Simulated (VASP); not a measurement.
Set up this calculation in VASP 6.6.1, as the native input.

* Task: single point
* Functional: revPBE
* Potentials or basis: VASP PAW PBE potentials, release 64 (Tl_d)
* Cutoff: 520 eV
* k mesh: 11 × 11 × 11
* Occupations: fermi-dirac, width 0.1 eV
* Spin: no spin polarisation
* Dipole correction: no
* Further INCAR settings: ALGO = Normal; EDIFF = 1e-06; NBANDS = 12

The structure of Tl lies in POSCAR:

```
Tl
1.0
    3.3100374595      0.0000000000      0.0000000000
    0.0000000000      3.3100374595      0.0000000000
    0.0000000000      0.0000000000      3.3100374595
Tl
1
Direct
    0.0000000000      0.0000000000      0.0000000000
```

The input as run:

INCAR

```
ALGO = Normal
EDIFF = 1E-6
ENCUT = 520
GGA = RE
ISIF = 2
ISMEAR = -1
LASPH = T
LCHARG = F
LREAL = F
LWAVE = F
NBANDS = 12
NELM = 100
PREC = Accurate
SIGMA = 0.1
```

KPOINTS

```
k-points
0
Gamma
  11 11 11
```

Potentials or basis: VASP PAW PBE potentials, release 64 (Tl_d).

The run is started by

```bash
$ cat potpaw_PBE.64/Tl_d/POTCAR > POTCAR
$ mpirun -np 1 vasp_std > vasp.out
```

It gave:

```yaml
Pressure: 0.0 GPa
```

Caveat: the PAW data sets were made with another functional, which shifts forces and pressure a little.

Wall time 24 s on 1 thread of AMD EPYC 7R43 64-Core Processor (Zen 3) (shared host), peak memory 0.12 GiB.
